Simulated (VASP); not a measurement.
# Sb (Fd-3m) in VASP: a series of runs

Sb is run at these levels: r2SCAN; tasks: single point.

Everything below comes from runs of VASP 6.6.1. Logs are shortened: lines on timing, memory, paths and dates and some standing lists are left out, and cuts for length are marked.

**1. The cell of the first run**

Symmetry: Fd-3m, No. 227, cubic system. The conventional cell has a = 6.953 Å, b = 6.953 Å, c = 6.953 Å, α = 90.00°, β = 90.00°, γ = 90.00°. Sb (site symmetry -43m) has 4 Sb at 3.01 Å within 4.0 Å.

**2. Single point, r2SCAN**

Contents of POSCAR:

```
Sb
1.0
    0.0000000000      3.4763916626      3.4763916626
    3.4763916626      0.0000000000      3.4763916626
    3.4763916626      3.4763916626      0.0000000000
Sb
2
Direct
    0.0000000000      0.0000000000      0.0000000000
    0.2500000000      0.2500000000      0.2500000000
```

Contents of INCAR.step1:

```
SYSTEM = Sb
PREC     = Accurate       ! precision mode
ENCUT    = 520            ! plane-wave cutoff, eV
ISMEAR   = -1             ! smearing method
SIGMA    = 0.1            ! smearing width, eV
LREAL    = .FALSE.        ! projectors in reciprocal space
LASPH    = .TRUE.         ! aspherical terms in the spheres
NELM     = 80             ! most SCF steps
NBANDS   = 12             ! bands
GGA      = PE             ! functional
ALGO     = Normal         ! electronic algorithm
EDIFF    = 1E-4           ! SCF threshold, eV
LWAVE    = .TRUE.         ! write WAVECAR
LCHARG   = .FALSE.        ! write CHGCAR
```

Contents of INCAR.step2:

```
SYSTEM = Sb
PREC     = Accurate       ! precision mode
ENCUT    = 520            ! plane-wave cutoff, eV
EDIFF    = 1E-6           ! SCF threshold, eV
ISMEAR   = -1             ! smearing method
SIGMA    = 0.1            ! smearing width, eV
LREAL    = .FALSE.        ! projectors in reciprocal space
LASPH    = .TRUE.         ! aspherical terms in the spheres
NELM     = 80             ! most SCF steps
ALGO     = Normal         ! electronic algorithm
ISIF     = 2              ! what is computed and relaxed
LWAVE    = .FALSE.        ! write WAVECAR
LCHARG   = .FALSE.        ! write CHGCAR
METAGGA  = R2SCAN         ! meta-GGA
LMIXTAU  = .TRUE.       
NBANDS   = 12             ! bands
ISTART   = 1
```

Contents of KPOINTS:

```
Automatic mesh
0
G
  6 6 6
  0 0 0
```

Potentials or basis: VASP PAW PBE potentials, release 64 (Sb).

Command:

```bash
$ cat potpaw_PBE.64/Sb/POTCAR > POTCAR
$ cp INCAR.step1 INCAR
$ mpirun -np 1 vasp_std > vasp.out
$ cp INCAR.step2 INCAR
$ mpirun -np 1 vasp_std > vasp.out
```

OUTCAR:

```text
SYSTEM = Sb
   PREC = Accurate
   ENCUT = 520
   EDIFF = 1E-6
   ISMEAR = -1
   LREAL = .FALSE.
   LASPH = .TRUE.
   NELM = 80
   ISIF = 2
   METAGGA = R2SCAN
   ISTART = 1

 ion  position               nearest neighbor table
   1  0.000  0.000  0.000-   2 3.01   2 3.01   2 3.01   2 3.01
   2  0.250  0.250  0.250-   1 3.01   1 3.01   1 3.01   1 3.01

  LATTYP: Found a face centered cubic cell.
 ALAT       =     6.9527833252

  Lattice vectors:

 A1 = (   0.0000000000,   3.4763916626,   3.4763916626)
 A2 = (   3.4763916626,   0.0000000000,   3.4763916626)
 A3 = (   3.4763916626,   3.4763916626,   0.0000000000)

Analysis of symmetry for initial positions (statically):
=====================================================================
 Subroutine PRICEL returns:
 Original cell was already a primitive cell.

 Routine SETGRP: Setting up the symmetry group for a
 face centered cubic supercell.

 Subroutine GETGRP returns: Found 48 space group operations
 (whereof 24 operations were pure point group operations)
 out of a pool of 48 trial point group operations.

The static configuration has the point symmetry T_d .
 The point group associated with its full space group is O_h .

Analysis of symmetry for dynamics (positions and initial velocities):
=====================================================================
 Subroutine PRICEL returns:
 Original cell was already a primitive cell.

 Routine SETGRP: Setting up the symmetry group for a
 face centered cubic supercell.

 Subroutine GETGRP returns: Found 48 space group operations
 (whereof 24 operations were pure point group operations)
 out of a pool of 48 trial point group operations.

The dynamic configuration has the point symmetry T_d .
 The point group associated with its full space group is O_h .

 Subroutine INISYM returns: Found 48 space group operations
 (whereof 24 operations are pure point group operations),
 and found     1 'primitive' translations

----------------------------------------------------------------------------------------

                                     Primitive cell

  volume of cell :      84.0265

  direct lattice vectors                    reciprocal lattice vectors
     0.000000000  3.476391663  3.476391663    -0.143827292  0.143827292  0.143827292
     3.476391663  0.000000000  3.476391663     0.143827292 -0.143827292  0.143827292
     3.476391663  3.476391663  0.000000000     0.143827292  0.143827292 -0.143827292

  length of vectors
     4.916360237  4.916360237  4.916360237     0.249116178  0.249116178  0.249116178

  position of ions in fractional coordinates (direct lattice)
     0.000000000  0.000000000  0.000000000
     0.250000000  0.250000000  0.250000000

  ion indices of the primitive-cell ions
   primitive index   ion index
                 1           1
                 2           2

----------------------------------------------------------------------------------------

 KPOINTS: Automatic mesh

Automatic generation of k-mesh.
 Grid dimensions read from file:
 generate k-points for:    6    6    6

 Generating k-lattice:

  Cartesian coordinates                     Fractional coordinates (reciprocal lattice)
    -0.023971215  0.023971215  0.023971215     0.166666667  0.000000000  0.000000000
     0.023971215 -0.023971215  0.023971215     0.000000000  0.166666667  0.000000000
     0.023971215  0.023971215 -0.023971215     0.000000000  0.000000000  0.166666667

  Length of vectors
     0.041519363  0.041519363  0.041519363

  Shift w.r.t. Gamma in fractional coordinates (k-lattice)
     0.000000000  0.000000000  0.000000000

 Subroutine IBZKPT returns following result:
 ===========================================

 Found     16 irreducible k-points:

 Following reciprocal coordinates:
            Coordinates               Weight
  0.000000  0.000000  0.000000      1.000000
  0.166667  0.000000  0.000000      8.000000
  0.333333  0.000000  0.000000      8.000000
  0.500000  0.000000  0.000000      4.000000
  0.166667  0.166667  0.000000      6.000000
  0.333333  0.166667  0.000000     24.000000
[... 8 lines left out ...]
 -0.333333  0.333333  0.166667     24.000000
 -0.333333  0.500000  0.166667     12.000000
   k-points           NKPTS =     16   k-points in BZ     NKDIM =     16   number of bands    NBANDS=     12
   number of dos      NEDOS =    301   number of ions     NIONS =      2
   total plane-waves  NPLWV =  64000
   dimension x,y,z NGX =    40 NGY =   40 NGZ =   40
   dimension x,y,z NGXF=    80 NGYF=   80 NGZF=   80
   ions per type =               2
   NGX,Y,Z   is equivalent  to a cutoff of  13.53, 13.53, 13.53 a.u.
   NGXF,Y,Z  is equivalent  to a cutoff of  27.05, 27.05, 27.05 a.u.
 SYSTEM =  Sb
   PREC   = accura    normal or accurate (medium, high low for compatibility)
   ISTART =      1    job   : 0-new  1-cont  2-samecut
   ICHARG =      0    charge: 1-file 2-atom 10-const
   ISPIN  =      1    spin polarized calculation?
   LNONCOLLINEAR =      F non collinear calculations
   LSORBIT =      F    spin-orbit coupling
   LASPH  =      T    aspherical Exc in radial PAW
   ENCUT  =  520.0 eV  38.22 Ry    6.18 a.u.   9.14  9.14  9.14*2*pi/ulx,y,z
   NELM   =     80;   NELMIN=  2; NELMDL=  0     # of ELM steps
   EDIFF  = 0.1E-05   stopping-criterion for ELM
   LREAL  =      F    real-space projection
   EDIFFG = 0.1E-04   stopping-criterion for IOM
   NSW    =      0    number of steps for IOM
   IBRION =     -1    ionic relax: 0-MD 1-quasi-New 2-CG
   NFREE  =      0    steps in history (QN), initial steepest desc. (CG)
   ISIF   =      2    stress and relaxation
   ISYM   =      2    0-nonsym 1-usesym 2-fastsym
   POTIM  = 0.5000    time-step for ionic-motion
   TEBEG  =    0.0;   TEEND  =   0.0 temperature during run
   PSTRESS=    0.0 pullay stress
   NELECT =      10.0000    total number of electrons
   NUPDOWN=      -1.0000    fix difference up-down
   EMIN   =  10.00;   EMAX   =-10.00  energy-range for DOS
   EFERMI =   0.00;   METHOD = LEGACY
   ISMEAR =    -1;   SIGMA  =   0.10  broadening in eV -4-tet -1-fermi 0-gaus
   EFERMI_NEDOS =   21; number of points for ismear=-14 and -15
   IALGO  =     38    algorithm
   IMIX   =      4    mixing-type and parameters
     AMIX     =   0.40;   BMIX     =  1.00
     AMIX_MAG =   1.60;   BMIX_MAG =  1.00
  volume/ion in A,a.u.               =      42.01       283.52
  Fermi-wavevector in a.u.,A,eV,Ry     =   0.805260  1.521721  8.822612  0.648444
  Thomas-Fermi vector in A             =   1.913471
   LORBIT       =      0    0 simple, 1 ext, 2 COOP (PROOUT), +10 PAW based schemes
   METAGGA = R2SCAN    functional components
   LHFCALC =     F    Hartree Fock is set to
   AEXX    =    0.0000 exact exchange contribution
   IVDW    =     0    specifies the selected vdW correction
   LEPSILON=     F    determine dielectric tensor
   LRPA    =     F    only Hartree local field effects (RPA)
 non-spin polarized calculation
  energy-cutoff  :      520.00
  volume of cell :       84.03
 maximum number of plane-waves:      2285
 NGX is ok and might be reduce to    40
   NGX = 19   NGY = 19   NGZ = 19

 number of electron       9.9999999 magnetization

 Free energy of the ion-electron system (eV)
  ---------------------------------------------------
  ext. energy  EPLUGINS =         0.00000000
  ---------------------------------------------------
  free energy    TOTEN  =       -50.64843923 eV

  energy without entropy =      -50.61793808  energy(sigma->0) =      -50.63318866

 E-fermi :   4.0629     XC(G=0):  -8.3473

 val. band max:        3.9760528522   @ k =   0.1667   0.1667   0.0000
 cond. band min:       4.3623807041   @ k =  -0.3333   0.5000   0.1667
 fundamental gap:      0.3863278519
 Fermi energy:         4.0629290221

 k-point     1 :       0.0000    0.0000    0.0000
  band No.  band energies     occupation
      1      -8.1548      2.00000
      2      -1.4029      2.00000
      3       1.9806      2.00000
      4       1.9806      2.00000
      5       1.9806      2.00000
      6       4.4396      0.04520
      7       4.4396      0.04520
      8       4.4396      0.04520
      9       8.2074      0.00000
     10      10.6118      0.00000
     11      10.6118      0.00000
     12      11.8825      0.00000

 k-point     2 :       0.1667    0.0000    0.0000
  band No.  band energies     occupation
      1      -7.9531      2.00000
      2      -2.2602      2.00000
      3       1.7064      2.00000
      4       1.7064      2.00000
      5       2.0353      2.00000
      6       4.8436      0.00081
      7       4.8436      0.00081
      8       5.0594      0.00009
      9       9.0354      0.00000
     10      10.0399      0.00000
     11      10.0399      0.00000
     12      11.3156      0.00000

 k-point     3 :       0.3333    0.0000    0.0000
  band No.  band energies     occupation
      1      -7.4210      2.00000
      2      -3.6984      2.00000
      3       1.3124      2.00000
      4       1.3124      2.00000
      5       1.7951      2.00000
      6       5.3956      0.00000
      7       5.3956      0.00000
      8       6.8220      0.00000
      9       9.5837      0.00000
     10      10.2361      0.00000
     11      10.2361      0.00000
     12      11.7643      0.00000
[... 166 lines left out ...]
 k-point    15 :      -0.3333    0.3333    0.1667
  band No.  band energies     occupation
      1      -6.4402      2.00000
      2      -5.1198      2.00000
      3      -0.1873      2.00000
      4       0.4667      2.00000
      5       3.8801      1.72304
      6       5.3179      0.00001
      7       6.7751      0.00000
      8       6.8290      0.00000
      9       9.1657      0.00000
     10      10.9383      0.00000
     11      11.5875      0.00000
     12      12.6637      0.00000

 k-point    16 :      -0.3333    0.5000    0.1667
  band No.  band energies     occupation
      1      -5.8091      2.00000
      2      -5.8091      2.00000
      3       0.0350      2.00000
      4       0.0350      2.00000
      5       4.3624      0.09535
      6       4.3624      0.09535
      7       7.1771      0.00000
      8       7.1771      0.00000
      9      10.3007      0.00000
     10      10.3007      0.00000
     11      12.4068      0.00000
     12      12.4068      0.00000

------------------------ aborting loop because EDIFF is reached ----------------------------------------

  FORCE on cell =-STRESS in cart. coord.  units (eV):
  Direction    XX          YY          ZZ          XY          YZ          ZX
  --------------------------------------------------------------------------------------
  -------------------------------------------------------------------------------------
  Total        0.0279232      0.0279232      0.0279232      0.0000000      0.0000000     -0.0000000
  in kB        0.5324265      0.5324265      0.5324265      0.0000000      0.0000000     -0.0000000
  external PRESSURE =       0.5324265 kB  Pullay stress =       0.0000000 kB

 VOLUME and BASIS-vectors are now :
 -----------------------------------------------------------------------------
  energy-cutoff  :      520.00
  volume of cell :       84.03
      direct lattice vectors                 reciprocal lattice vectors
     0.000000000  3.476391663  3.476391663    -0.143827292  0.143827292  0.143827292
     3.476391663  0.000000000  3.476391663     0.143827292 -0.143827292  0.143827292
     3.476391663  3.476391663  0.000000000     0.143827292  0.143827292 -0.143827292

 POSITION                                       TOTAL-FORCE (eV/Angst)
 -----------------------------------------------------------------------------------
      0.00000      0.00000      0.00000         0.000000      0.000000      0.000000
      1.73820      1.73820      1.73820        -0.000000     -0.000000     -0.000000
 -----------------------------------------------------------------------------------
    total drift:                               -0.000000      0.000000      0.000000

  FREE ENERGIE OF THE ION-ELECTRON SYSTEM (eV)
  ---------------------------------------------------
  free  energy   TOTEN  =       -50.6484392310 eV

  energy  without entropy=      -50.6179380805  energy(sigma->0) =      -50.63318866
```

Run time: 2.3 min. Hardware: 1 thread of Intel Xeon 8259CL, shared host; peak memory 0.25 GiB.

Results:

| Property | Result |
| --- | --- |
| Free energy | -50.6484 eV |
| Pressure | 0.1 GPa |
| Band gap on the k mesh | zero (band 5 reaches 4.36 eV, above the bottom of band 6 at 3.49 eV) |

Levels at points of the mesh, in eV from the Fermi level:
| k point | band 1 | band 2 | band 3 | band 4 | band 5 | band 6 | band 7 | band 8 | band 9 | band 10 |
| --- | --- | --- | --- | --- | --- | --- | --- | --- | --- | --- |
| (0.00, 0.00, 0.00) | -12.22 | -5.47 | -2.08 | -2.08 | -2.08 | 0.38 | 0.38 | 0.38 | 4.14 | 6.55 |
| (0.50, 0.00, 0.00) | -11.08 | -8.52 | -2.91 | -2.91 | -2.41 | 1.50 | 1.50 | 4.14 | 5.85 | 6.48 |
| (0.50, 0.50, 0.00) | -9.88 | -9.88 | -3.80 | -3.80 | -0.58 | -0.58 | 4.30 | 4.30 | 6.41 | 6.41 |

Caveat: the PAW data sets were made with another functional, which shifts forces and pressure a little; spin-orbit coupling is left out, which moves the levels of the heavy elements.

**3. Single point, r2SCAN**

This run uses another cell than the first one, of 41.38 Å³/atom, 0.985 times its volume.

Contents of POSCAR:

```
Sb
1.0
    0.0000000000      3.4589220629      3.4589220629
    3.4589220629      0.0000000000      3.4589220629
    3.4589220629      3.4589220629      0.0000000000
Sb
2
Direct
    0.0000000000      0.0000000000      0.0000000000
    0.2500000000      0.2500000000      0.2500000000
```

Contents of INCAR.step1:

```
ALGO = Normal
EDIFF = 1E-4
ENCUT = 520
GGA = PE
ISMEAR = -1
LASPH = T
LCHARG = F
LREAL = F
LWAVE = T
NBANDS = 12
NELM = 60
PREC = Accurate
SIGMA = 0.1
```

Contents of INCAR.step2:

```
ALGO = Normal
EDIFF = 1E-6
ENCUT = 520
ISIF = 2
ISMEAR = -1
ISTART = 1
LASPH = T
LCHARG = T
LELF = T
LMIXTAU = T
LREAL = F
LVHAR = T
LWAVE = F
METAGGA = R2SCAN
NBANDS = 12
NELM = 60
PREC = Accurate
SIGMA = 0.1
```

Contents of KPOINTS:

```
k-points
0
Gamma
  6 6 6
```

Potentials or basis: VASP PAW PBE potentials, release 64 (Sb).

Command:

```bash
$ cat potpaw_PBE.64/Sb/POTCAR > POTCAR
$ cp INCAR.step1 INCAR
$ mpirun -np 1 vasp_std > vasp.out
$ cp INCAR.step2 INCAR
$ mpirun -np 1 vasp_std > vasp.out
```

Run time: 95 s. Hardware: 1 thread of Intel Xeon 8259CL, shared host; peak memory 0.21 GiB.

Results (log left out):

```
Free energy            : -50.6459 eV
Pressure               : 0.6 GPa
Band gap on the k mesh : zero (band 5 reaches 4.51 eV, above the bottom of band 6 at 3.61 eV)
```

Levels at points of the mesh, in eV from the Fermi level:
| k point | band 2 | band 3 | band 4 | band 5 | band 6 | band 7 | band 8 | band 9 |
| --- | --- | --- | --- | --- | --- | --- | --- | --- |
| (0.00, 0.00, 0.00) | -5.40 | -2.12 | -2.12 | -2.12 | 0.36 | 0.36 | 0.36 | 4.14 |
| (0.50, 0.00, 0.00) | -8.57 | -2.96 | -2.96 | -2.43 | 1.49 | 1.49 | 4.20 | 5.86 |
| (0.50, 0.50, 0.00) | -9.94 | -3.87 | -3.87 | -0.60 | -0.60 | 4.37 | 4.37 | 6.46 |

Caveat: the PAW data sets were made with another functional, which shifts forces and pressure a little; spin-orbit coupling is left out, which moves the levels of the heavy elements.

(Continued in part 2 of 2.)
